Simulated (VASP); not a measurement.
# Ta (Im-3m) in VASP: a series of runs

Runs on Ta. Level: LDA. Tasks: single point, relaxation of cell and atoms.

Everything below comes from runs of VASP 6.6.1. Logs are shortened: lines on timing, memory, paths and dates and some standing lists are left out, and cuts for length are marked.

## 1. The cell of the first run

The structure is cubic, space group Im-3m (No. 229). The conventional cell has a = 3.253 Å, b = 3.253 Å, c = 3.253 Å, α = 90.00°, β = 90.00°, γ = 90.00°. Within 3.7 Å of Ta (site symmetry m-3m) lie 14 Ta at 2.82 to 3.25 Å.

## 2. Single point, LDA

INCAR reads:

```
SYSTEM = Ta
PREC = Accurate ; ENCUT = 520
EDIFF = 1E-6 ; ISMEAR = -1
SIGMA = 0.05 ; LREAL = .False.
LASPH = .True. ; NELM = 80
ALGO = Normal ; ISIF = 2
LWAVE = .False. ; LCHARG = .False.
NBANDS = 12
```

KPOINTS reads:

```
Automatic mesh
0
Gamma
  18 18 18
  0 0 0
```

POSCAR reads:

```
Ta
1.0
   -1.6264024439      1.6264024439      1.6264024439
    1.6264024439     -1.6264024439      1.6264024439
    1.6264024439      1.6264024439     -1.6264024439
Ta
1
Direct
    0.0000000000      0.0000000000      0.0000000000
```

Potentials or basis: VASP PAW LDA potentials, release 64 (Ta_pv).

Launch:

```console
cat potpaw_LDA.64/Ta_pv/POTCAR > POTCAR
mpirun -np 1 vasp_std > vasp.out
```

OUTCAR:

```text
SYSTEM = Ta
   PREC = Accurate
   ENCUT = 520
   EDIFF = 1E-6
   ISMEAR = -1
   LREAL = .False.
   LASPH = .True.
   NELM = 80
   ISIF = 2

 ion  position               nearest neighbor table
   1  0.000  0.000  0.000-

  LATTYP: Found a body centered cubic cell.
 ALAT       =     3.2528048878

  Lattice vectors:

 A1 = (  -1.6264024439,   1.6264024439,   1.6264024439)
 A2 = (   1.6264024439,  -1.6264024439,   1.6264024439)
 A3 = (   1.6264024439,   1.6264024439,  -1.6264024439)

Analysis of symmetry for initial positions (statically):
=====================================================================
 Subroutine PRICEL returns:
 Original cell was already a primitive cell.

 Routine SETGRP: Setting up the symmetry group for a
 body centered cubic supercell.

 Subroutine GETGRP returns: Found 48 space group operations
 (whereof 48 operations were pure point group operations)
 out of a pool of 48 trial point group operations.

The static configuration has the point symmetry O_h .

Analysis of symmetry for dynamics (positions and initial velocities):
=====================================================================
 Subroutine PRICEL returns:
 Original cell was already a primitive cell.

 Routine SETGRP: Setting up the symmetry group for a
 body centered cubic supercell.

 Subroutine GETGRP returns: Found 48 space group operations
 (whereof 48 operations were pure point group operations)
 out of a pool of 48 trial point group operations.

The dynamic configuration has the point symmetry O_h .

 Subroutine INISYM returns: Found 48 space group operations
 (whereof 48 operations are pure point group operations),
 and found     1 'primitive' translations

----------------------------------------------------------------------------------------

                                     Primitive cell

  volume of cell :      17.2085

  direct lattice vectors                    reciprocal lattice vectors
    -1.626402444  1.626402444  1.626402444     0.000000000  0.307426985  0.307426985
     1.626402444 -1.626402444  1.626402444     0.307426985  0.000000000  0.307426985
     1.626402444  1.626402444 -1.626402444     0.307426985  0.307426985  0.000000000

  length of vectors
     2.817011666  2.817011666  2.817011666     0.434767412  0.434767412  0.434767412

  position of ions in fractional coordinates (direct lattice)
     0.000000000  0.000000000  0.000000000

[... 81 lines left out ...]
   ISIF   =      2    stress and relaxation
   ISYM   =      2    0-nonsym 1-usesym 2-fastsym
   POTIM  = 0.5000    time-step for ionic-motion
   TEBEG  =    0.0;   TEEND  =   0.0 temperature during run
   PSTRESS=    0.0 pullay stress
   NELECT =      11.0000    total number of electrons
   NUPDOWN=      -1.0000    fix difference up-down
   EMIN   =  10.00;   EMAX   =-10.00  energy-range for DOS
   EFERMI =   0.00;   METHOD = LEGACY
   ISMEAR =    -1;   SIGMA  =   0.05  broadening in eV -4-tet -1-fermi 0-gaus
   EFERMI_NEDOS =   21; number of points for ismear=-14 and -15
   IALGO  =     38    algorithm
   IMIX   =      4    mixing-type and parameters
     AMIX     =   0.40;   BMIX     =  1.00
     AMIX_MAG =   1.60;   BMIX_MAG =  1.00
  volume/ion in A,a.u.               =      17.21       116.13
  Fermi-wavevector in a.u.,A,eV,Ry     =   1.410234  2.664955 27.058705  1.988759
  Thomas-Fermi vector in A             =   2.532208
   LORBIT       =      0    0 simple, 1 ext, 2 COOP (PROOUT), +10 PAW based schemes
   GGA     = CA    functional components
   LHFCALC =     F    Hartree Fock is set to
   AEXX    =    0.0000 exact exchange contribution
   IVDW    =     0    specifies the selected vdW correction
   LEPSILON=     F    determine dielectric tensor
   LRPA    =     F    only Hartree local field effects (RPA)
 non-spin polarized calculation
  energy-cutoff  :      520.00
  volume of cell :       17.21
 maximum number of plane-waves:       478
 NGX is ok and might be reduce to    24
   NGX = 11   NGY = 11   NGZ = 11

 number of electron      11.0000000 magnetization

 Free energy of the ion-electron system (eV)
  ---------------------------------------------------
  ext. energy  EPLUGINS =         0.00000000
  ---------------------------------------------------
  free energy    TOTEN  =       -12.83465890 eV

  energy without entropy =      -12.82496406  energy(sigma->0) =      -12.82981148

 E-fermi :   5.7820     XC(G=0): -13.0290

 val. band max:        5.7782246222   @ k =  -0.3333   0.3333   0.1667
 cond. band min:       5.7860818953   @ k =  -0.2222   0.2222   0.1667
 fundamental gap:      0.0078572732
 Fermi energy:         5.7820470729

 k-point     1 :       0.0000    0.0000    0.0000
  band No.  band energies     occupation
      1     -26.9352      2.00000
      2     -26.9352      2.00000
      3     -26.9352      2.00000
      4      -2.2279      2.00000
      5       6.4513      0.00000
      6       6.4513      0.00000
      7       6.4513      0.00000
      8       9.8751      0.00000
      9       9.8751      0.00000
     10      19.6278      0.00000
     11      21.0717      0.00000
     12      21.0717      0.00000
[... 331 lines left out ...]
 k-point    24 :       0.3889    0.1111    0.0000
  band No.  band energies     occupation
      1     -28.2369      2.00000
      2     -27.4191      2.00000
      3     -27.0068      2.00000
      4       1.6361      2.00000
      5       4.2005      2.00000
      6       6.6746      0.00000
      7       9.6486      0.00000
      8      11.0253      0.00000
      9      14.1045      0.00000
     10      17.9305      0.00000
     11      19.1795      0.00000
     12      19.6459      0.00000

 [... further k-points ...]

------------------------ aborting loop because EDIFF is reached ----------------------------------------

  FORCE on cell =-STRESS in cart. coord.  units (eV):
  Direction    XX          YY          ZZ          XY          YZ          ZX
  --------------------------------------------------------------------------------------
  -------------------------------------------------------------------------------------
  Total        0.0963514      0.0963514      0.0963514     -0.0000000     -0.0000000     -0.0000000
  in kB        8.9706613      8.9706613      8.9706613     -0.0000000     -0.0000000     -0.0000000
  external PRESSURE =       8.9706613 kB  Pullay stress =       0.0000000 kB

 VOLUME and BASIS-vectors are now :
 -----------------------------------------------------------------------------
  energy-cutoff  :      520.00
  volume of cell :       17.21
      direct lattice vectors                 reciprocal lattice vectors
    -1.626402444  1.626402444  1.626402444     0.000000000  0.307426985  0.307426985
     1.626402444 -1.626402444  1.626402444     0.307426985  0.000000000  0.307426985
     1.626402444  1.626402444 -1.626402444     0.307426985  0.307426985  0.000000000

 POSITION                                       TOTAL-FORCE (eV/Angst)
 -----------------------------------------------------------------------------------
      0.00000      0.00000      0.00000        -0.000000      0.000000     -0.000000
 -----------------------------------------------------------------------------------
    total drift:                               -0.000000      0.000000      0.000000

  FREE ENERGIE OF THE ION-ELECTRON SYSTEM (eV)
  ---------------------------------------------------
  free  energy   TOTEN  =       -12.8346588990 eV

  energy  without entropy=      -12.8249640641  energy(sigma->0) =      -12.82981148
```

It took 58 s on 1 thread of AMD EPYC 7R13, shared host; peak memory 0.13 GiB.

What came out:

| Property | Result |
| --- | --- |
| Free energy | -12.8347 eV |
| Pressure | 0.9 GPa |
| Band gap on the k mesh | zero (an odd number of electrons rules out a gap without spin polarisation) |

Levels at points of the mesh, in eV from the Fermi level:
| k point | band 2 | band 3 | band 4 | band 5 | band 6 | band 7 | band 8 | band 9 | band 10 | band 11 |
| --- | --- | --- | --- | --- | --- | --- | --- | --- | --- | --- |
| (0.00, 0.00, 0.00) | -32.72 | -32.72 | -8.01 | 0.67 | 0.67 | 0.67 | 4.09 | 4.09 | 13.85 | 15.29 |
| (0.50, 0.00, 0.00) | -33.16 | -32.73 | -4.58 | -1.72 | 1.96 | 4.01 | 5.07 | 8.21 | 12.24 | 12.45 |
| (0.50, 0.50, 0.50) | -33.68 | -33.68 | -4.10 | -4.10 | 7.17 | 7.17 | 7.17 | 9.18 | 9.18 | 9.18 |

Caveat: spin-orbit coupling is left out, which moves the levels of the heavy elements.

## 3. Single point, LDA

INCAR reads:

```
  ALGO = Normal
  EDIFF = 1E-7
  ENCUT = 520
  ISIF = 2
  ISMEAR = -1
  LASPH = True
  LCHARG = False
  LREAL = False
  LWAVE = False
  NBANDS = 12
  NELM = 80
  PREC = Accurate
  SIGMA = 0.05
```

KPOINTS reads:

```
k-points
0
Gamma
  18 18 18
```

POSCAR reads:

```
Ta
1.0
   -1.6259282139      1.6259282139      1.6259282139
    1.6259282139     -1.6259282139      1.6259282139
    1.6259282139      1.6259282139     -1.6259282139
Ta
1
Direct
    0.0000000000      0.0000000000      0.0000000000
```

Potentials or basis: VASP PAW LDA potentials, release 64 (Ta_pv).

Launch:

```console
cat potpaw_LDA.64/Ta_pv/POTCAR > POTCAR
mpirun -np 1 vasp_std > vasp.out
```

Run time: 72 s. Hardware: 1 thread of AMD EPYC 7R13, shared host; peak memory 0.13 GiB.

The run converged. Its results:

- Free energy: -12.8346 eV
- Pressure: 1.1 GPa
- Band gap on the k mesh: zero (an odd number of electrons rules out a gap without spin polarisation)

Levels at points of the mesh, in eV from the Fermi level:
```tsv
k point	band 2	band 3	band 4	band 5	band 6	band 7	band 8	band 9	band 10	band 11
(0.00, 0.00, 0.00)	-32.71	-32.71	-8.01	0.67	0.67	0.67	4.10	4.10	13.85	15.29
(0.50, 0.00, 0.00)	-33.16	-32.72	-4.58	-1.73	1.97	4.01	5.08	8.22	12.24	12.46
(0.50, 0.50, 0.50)	-33.68	-33.68	-4.10	-4.10	7.17	7.17	7.17	9.19	9.19	9.19
```

Caveat: spin-orbit coupling is left out, which moves the levels of the heavy elements.

## 4. Relaxation of cell and atoms, LDA

This run uses another cell than the first one, of 17.25 Å³/atom.

INCAR reads:

```
SYSTEM = Ta
  PREC = Accurate
  ENCUT = 600
  EDIFF = 1E-6
  ISMEAR = -1
  SIGMA = 0.05
  LREAL = .False.
  LASPH = .True.
  NELM = 100
  ALGO = Normal
  ISIF = 3
  LWAVE = .False.
  LCHARG = .False.
  GGA = CA
  IBRION = 2
  NSW = 60
  EDIFFG = -0.005
```

KPOINTS reads:

```
regular mesh
0
Gamma
  18 18 18
  0 0 0
```

POSCAR reads:

```
Ta
1.0
   -1.6276760640      1.6276760640      1.6276760640
    1.6276760640     -1.6276760640      1.6276760640
    1.6276760640      1.6276760640     -1.6276760640
Ta
1
Direct
    0.0000000000      0.0000000000      0.0000000000
```

Launch:

```console
cat potpaw_LDA.64/Ta_pv/POTCAR > POTCAR
mpirun -np 1 vasp_std > vasp.out
```

It took 1.8 min on 1 thread of AMD EPYC 7R13, shared host; peak memory 0.14 GiB.

It converged, with:

```yaml
Free_energy: -12.8350 eV
Relaxed_volume: 17.28 Å³/atom
Relaxed_cell: a = 2.821 Å, b = 2.821 Å, c = 2.821 Å, α = 109.47°, β = 109.47°, γ = 109.47°
Space_group_after_relaxing_to_0.1_Å: Im-3m (No. 229)
Energy_gained_by_relaxing: 0.0 meV/atom
Ionic_steps: 3
Pressure_after_relaxing: 0.0 GPa
Band_gap_on_the_k_mesh: zero (an odd number of electrons rules out a gap without spin polarisation)
```

Final structure:
```
Ta
1.0
    -1.62861    1.62861    1.62861
     1.62861   -1.62861    1.62861
     1.62861    1.62861   -1.62861
Ta
1
Cartesian
  0.0000 0.0000 0.0000
```

Levels at points of the mesh, in eV from the Fermi level:
```
           k point  band 2  band 3  band 4  band 5  band 6  band 7  band 8  band 9
(0.00, 0.00, 0.00)  -32.73  -32.73   -8.00    0.67    0.67    0.67    4.08    4.08
(0.50, 0.00, 0.00)  -33.17  -32.74   -4.56   -1.71    1.94    3.99    5.05    8.17
(0.50, 0.50, 0.50)  -33.68  -33.68   -4.07   -4.07    7.13    7.13    7.13    9.14
```

Caveat: spin-orbit coupling is left out, which moves the levels of the heavy elements.

## 5. Relaxation of cell and atoms, LDA

INCAR reads:

```
  ALGO = Normal
  EDIFF = 1E-7
  EDIFFG = -0.005
  ENCUT = 600
  IBRION = 2
  ISIF = 3
  ISMEAR = -1
  LASPH = T
  LCHARG = F
  LREAL = F
  LWAVE = F
  NELM = 100
  NSW = 45
  PREC = Accurate
  SIGMA = 0.05
```

KPOINTS reads:

```
k-points
0
Gamma
  18 18 18
```

POSCAR reads:

```
Ta
1.0
   -1.6264024439      1.6264024439      1.6264024439
    1.6264024439     -1.6264024439      1.6264024439
    1.6264024439      1.6264024439     -1.6264024439
Ta
1
Direct
    0.0000000000      0.0000000000      0.0000000000
```

Launch:

```console
cat potpaw_LDA.64/Ta_pv/POTCAR > POTCAR
mpirun -np 1 vasp_std > vasp.out
```

It took 2.1 min on 1 thread of AMD EPYC 7R13, shared host; peak memory 0.14 GiB.

The run converged. Its results:

| Property | Result |
| --- | --- |
| Free energy | -12.8350 eV |
| Relaxed volume | 17.28 Å³/atom |
| Relaxed cell | a = 2.821 Å, b = 2.821 Å, c = 2.821 Å, α = 109.47°, β = 109.47°, γ = 109.47° |
| Space group after relaxing (to 0.1 Å) | Im-3m (No. 229) |
| Energy gained by relaxing | 0.2 meV/atom |
| Ionic steps | 3 |
| Pressure after relaxing | 0.0 GPa |
| Band gap on the k mesh | zero (an odd number of electrons rules out a gap without spin polarisation) |

Step by step:
```csv
step,energy change (eV),largest force (eV/Å),pressure (GPa),volume (Å³)
1,0.0000,0.0000,0.91,17.21
2,0.0010,0.0000,-2.18,17.45
3,-0.0002,0.0000,0.00,17.28
```

Final structure:
```
CELL_PARAMETERS angstrom
-1.62862 1.62862 1.62862
1.62862 -1.62862 1.62862
1.62862 1.62862 -1.62862
ATOMIC_POSITIONS crystal
Ta 0.00000 0.00000 0.00000
```

Levels at points of the mesh, in eV from the Fermi level:
```csv
k point,band 3,band 4,band 5,band 6,band 7,band 8,band 9
"(0.00, 0.00, 0.00)",-32.73,-8.00,0.67,0.67,0.67,4.08,4.08
"(0.50, 0.00, 0.00)",-32.74,-4.56,-1.71,1.94,3.99,5.05,8.17
"(0.50, 0.50, 0.50)",-33.68,-4.07,-4.07,7.13,7.13,7.13,9.14
```

Caveat: spin-orbit coupling is left out, which moves the levels of the heavy elements.

## 6. Overview

```csv
task,cell,cutoff (eV),gap on the mesh (eV),pressure (GPa),relaxed volume (Å³/atom)
single point,"a = 2.817 Å, angles 109.5°, 1 atom",520,none,0.9,-
single point,"a = 2.816 Å, angles 109.5°, 1 atom",520,none,1.1,-
relaxation of cell and atoms,"relaxed from a = 2.819 Å, angles 109.5°, 1 atom",600,none,0.0,17.28
relaxation of cell and atoms,"relaxed from a = 2.817 Å, angles 109.5°, 1 atom",600,none,0.0,17.28
```

Alike in all rows: level LDA; potentials or basis VASP PAW LDA potentials, release 64 (Ta_pv); no spin polarisation; k mesh 18 × 18 × 18; smearing fermi-dirac 0.05 eV.

Caveats: spin-orbit coupling is left out, which moves the levels of the heavy elements.

Absolute energies hang on the potentials; compare differences alone.
